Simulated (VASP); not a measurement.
# LiMg (Pmma) in VASP: single point with LDA

Aim: the single point of LiMg with LDA.

Everything below comes from runs of VASP 6.6.1. Logs are shortened: lines on timing, memory, paths and dates and some standing lists are left out, and cuts for length are marked.

### Step 1. The cell of the first run

The structure is orthorhombic, space group Pmma (No. 51). Conventional cell: a = 4.913 Å, b = 3.340 Å, c = 4.934 Å, α = 90.00°, β = 90.00°, γ = 90.00°. Within 3.9 Å of Li (site symmetry mm2) lie 8 Mg at 2.97 to 2.98 Å and 6 Li at 3.34 to 3.53 Å. Mg (site symmetry mm2) has 8 Li at 2.97 to 2.98 Å and 6 Mg at 3.34 to 3.52 Å within 3.9 Å.

### Step 2. Single point, LDA

Input file INCAR:

```
SYSTEM = LiMg
PREC = Accurate ; ENCUT = 520
EDIFF = 1E-6 ; ISMEAR = 0
SIGMA = 0.1 ; LREAL = .FALSE.
LASPH = .TRUE. ; NELM = 60
ALGO = Normal ; ISIF = 2
LWAVE = .FALSE. ; LCHARG = .FALSE.
NBANDS = 13
```

Input file KPOINTS:

```
regular mesh
0
G
  5 8 5
  0 0 0
```

Input file POSCAR:

```
LiMg
1.0
    4.9126250000      0.0000000000      0.0000000000
    0.0000000000      3.3402490000      0.0000000000
    0.0000000000      0.0000000000      4.9339590000
Li Mg
2 2
Direct
    0.7500000000      0.0000000000      0.2571170000
    0.2500000000      0.0000000000      0.7428830000
    0.2500000000      0.5000000000      0.2438730000
    0.7500000000      0.5000000000      0.7561270000
```

Potentials or basis: VASP PAW LDA potentials, release 64 (Li_sv, Mg).

Launch:

```sh
$ cat potpaw_LDA.64/Li_sv/POTCAR potpaw_LDA.64/Mg/POTCAR > POTCAR
$ mpirun -np 1 vasp_std > vasp.out
```

OUTCAR:

```text
SYSTEM = LiMg
   PREC = Accurate
   ENCUT = 520
   EDIFF = 1E-6
   ISMEAR = 0
   LREAL = .FALSE.
   LASPH = .TRUE.
   NELM = 60
   ISIF = 2

 ion  position               nearest neighbor table
   1  0.750  0.000  0.257-   3 2.97   3 2.97   3 2.97   3 2.97   4 2.98   4 2.98   4 2.98   4 2.98

   2  0.250  0.000  0.743-   4 2.97   4 2.97   4 2.97   4 2.97   3 2.98   3 2.98   3 2.98   3 2.98

   3  0.250  0.500  0.244-   1 2.97   1 2.97   1 2.97   1 2.97   2 2.98   2 2.98   2 2.98   2 2.98
                             4 3.44   4 3.44   4 3.52   4 3.52
   4  0.750  0.500  0.756-   2 2.97   2 2.97   2 2.97   2 2.97   1 2.98   1 2.98   1 2.98   1 2.98
                             3 3.44   3 3.44   3 3.52   3 3.52

  LATTYP: Found a simple orthorhombic cell.
 ALAT       =     3.3402490000
 B/A-ratio  =     1.4707361637
 C/A-ratio  =     1.4771231127

  Lattice vectors:

 A1 = (   0.0000000000,  -3.3402490000,   0.0000000000)
 A2 = (   4.9126250000,   0.0000000000,   0.0000000000)
 A3 = (   0.0000000000,   0.0000000000,   4.9339590000)

Analysis of symmetry for initial positions (statically):
=====================================================================
 Subroutine PRICEL returns:
 Original cell was already a primitive cell.

 Routine SETGRP: Setting up the symmetry group for a
 simple orthorhombic supercell.

 Subroutine GETGRP returns: Found  8 space group operations
 (whereof  4 operations were pure point group operations)
 out of a pool of  8 trial point group operations.

The static configuration has the point symmetry C_2h.
 The point group associated with its full space group is D_2h.

Analysis of symmetry for dynamics (positions and initial velocities):
=====================================================================
 Subroutine PRICEL returns:
 Original cell was already a primitive cell.

 Routine SETGRP: Setting up the symmetry group for a
 simple orthorhombic supercell.

 Subroutine GETGRP returns: Found  8 space group operations
 (whereof  4 operations were pure point group operations)
 out of a pool of  8 trial point group operations.

The dynamic configuration has the point symmetry C_2h.
 The point group associated with its full space group is D_2h.

 Subroutine INISYM returns: Found  8 space group operations
 (whereof  4 operations are pure point group operations),
 and found     1 'primitive' translations

----------------------------------------------------------------------------------------

                                     Primitive cell

  volume of cell :      80.9633

  direct lattice vectors                    reciprocal lattice vectors
[... 109 lines left out ...]
   IMIX   =      4    mixing-type and parameters
     AMIX     =   0.40;   BMIX     =  1.00
     AMIX_MAG =   1.60;   BMIX_MAG =  1.00
  volume/ion in A,a.u.               =      20.24       136.59
  Fermi-wavevector in a.u.,A,eV,Ry     =   0.815290  1.540675  9.043765  0.664698
  Thomas-Fermi vector in A             =   1.925351
   LORBIT       =      0    0 simple, 1 ext, 2 COOP (PROOUT), +10 PAW based schemes
   GGA     = CA    functional components
   LHFCALC =     F    Hartree Fock is set to
   AEXX    =    0.0000 exact exchange contribution
   IVDW    =     0    specifies the selected vdW correction
   LEPSILON=     F    determine dielectric tensor
   LRPA    =     F    only Hartree local field effects (RPA)
 non-spin polarized calculation
 Gauss-broadening in eV      SIGMA  =   0.10
  energy-cutoff  :      520.00
  volume of cell :       80.96
 maximum number of plane-waves:      2206
 NGX is ok and might be reduce to    40
   NGX = 19   NGY = 13   NGZ = 19

 number of electron      10.0000000 magnetization

 number of electron       9.9999989 magnetization

 Free energy of the ion-electron system (eV)
  ---------------------------------------------------
  ext. energy  EPLUGINS =         0.00000000
  ---------------------------------------------------
  free energy    TOTEN  =        -7.99593505 eV

  energy without entropy =       -7.98358159  energy(sigma->0) =       -7.98975832

 E-fermi :   1.7370     XC(G=0):  -8.1974

 val. band max:        1.7289261094   @ k =   0.4000   0.3750   0.2000
 cond. band min:       1.7481880808   @ k =   0.2000   0.3750   0.2000
 fundamental gap:      0.0192619714
 Fermi energy:         1.7369751730

 k-point     1 :       0.0000    0.0000    0.0000
  band No.  band energies     occupation
      1     -43.5628      2.00000
      2     -43.5596      2.00000
      3      -3.8343      2.00000
      4       0.9848      2.00000
      5       1.0194      2.00000
      6       1.6747      1.62170
      7       3.7702      0.00000
      8       6.3425      0.00000
      9       6.3811      0.00000
     10       7.3452      0.00000
     11       7.3896      0.00000
     12       7.8238      0.00000
     13      11.8684      0.00000
[... 354 lines left out ...]
  band No.  band energies     occupation
      1     -43.5603      2.00000
      2     -43.5595      2.00000
      3      -2.0261      2.00000
      4      -0.9826      2.00000
      5       1.3502      2.00000
      6       2.2545      0.00000
      7       4.3196      0.00000
      8       4.8575      0.00000
      9       6.5599      0.00000
     10       7.1498      0.00000
     11       7.2435      0.00000
     12       8.6177      0.00000
     13       8.7696      0.00000

 [... further k-points ...]

------------------------ aborting loop because EDIFF is reached ----------------------------------------

  FORCE on cell =-STRESS in cart. coord.  units (eV):
  Direction    XX          YY          ZZ          XY          YZ          ZX
  --------------------------------------------------------------------------------------
  -------------------------------------------------------------------------------------
  Total       -1.2603372     -0.1852836     -1.4052222      0.0000000      0.0000000      0.0000000
  in kB      -24.9407403     -3.6665666    -27.8078611      0.0000000      0.0000000      0.0000000
  external PRESSURE =     -18.8050560 kB  Pullay stress =       0.0000000 kB

 VOLUME and BASIS-vectors are now :
 -----------------------------------------------------------------------------
  energy-cutoff  :      520.00
  volume of cell :       80.96
      direct lattice vectors                 reciprocal lattice vectors
     4.912625000  0.000000000  0.000000000     0.203557161  0.000000000  0.000000000
     0.000000000  3.340249000  0.000000000     0.000000000  0.299378879  0.000000000
     0.000000000  0.000000000  4.933959000     0.000000000  0.000000000  0.202676998

 POSITION                                       TOTAL-FORCE (eV/Angst)
 -----------------------------------------------------------------------------------
      3.68447      0.00000      1.26860         0.000000      0.000000     -0.017441
      1.22816      0.00000      3.66535         0.000000      0.000000      0.017441
      1.22816      1.67012      1.20326         0.000000      0.000000      0.003506
      3.68447      1.67012      3.73070        -0.000000      0.000000     -0.003506
 -----------------------------------------------------------------------------------
    total drift:                               -0.000000     -0.000000      0.000000

  FREE ENERGIE OF THE ION-ELECTRON SYSTEM (eV)
  ---------------------------------------------------
  free  energy   TOTEN  =        -7.9959350451 eV

  energy  without entropy=       -7.9835815943  energy(sigma->0) =       -7.98975832
```

stdout:

```text
POSCAR found type information on POSCAR LiMg
 POSCAR found :  2 types and       4 ions
 scaLAPACK will be used
 LDA part: xc-table for (Slater(with rela. corr.)+CA(PZ))
 , standard interpolation
 POSCAR, INCAR and KPOINTS ok, starting setup
 FFT: planning ... GRIDC
 FFT: planning ... GRID_SOFT
 FFT: planning ... GRID
 WAVECAR not read
 entering main loop
```

Wall time 28 s (1 thread of Intel Xeon Platinum 8259CL at 2.50GHz (Skylake/Cascade Lake), shared host); peak memory 0.18 GiB.

What came out:

```yaml
Free_energy: -7.9959 eV
Largest_force: 0.017 eV/Å
Band_gap_on_the_k_mesh: zero (bands 5 and 6 overlap by 3.57 eV)
```

Forces on the atoms (eV/Å):
```
Li   0.000  0.000 -0.017
Li   0.000  0.000  0.017
Mg   0.000  0.000  0.004
Mg   0.000  0.000 -0.004
```

Levels at points of the mesh, in eV from the Fermi level:
| k point | band 2 | band 3 | band 4 | band 5 | band 6 | band 7 | band 8 | band 9 |
| --- | --- | --- | --- | --- | --- | --- | --- | --- |
| (0.00, 0.00, 0.00) | -45.30 | -5.57 | -0.75 | -0.72 | -0.06 | 2.03 | 4.61 | 4.64 |
| (0.00, 0.50, 0.00) | -45.29 | -3.19 | -1.86 | 2.23 | 2.27 | 2.30 | 2.43 | 2.59 |

Caveat: the cutoff is under 1.25 times the usual one of these potentials, so pressure, stress and relaxed cells hold a basis-set (Pulay) error.
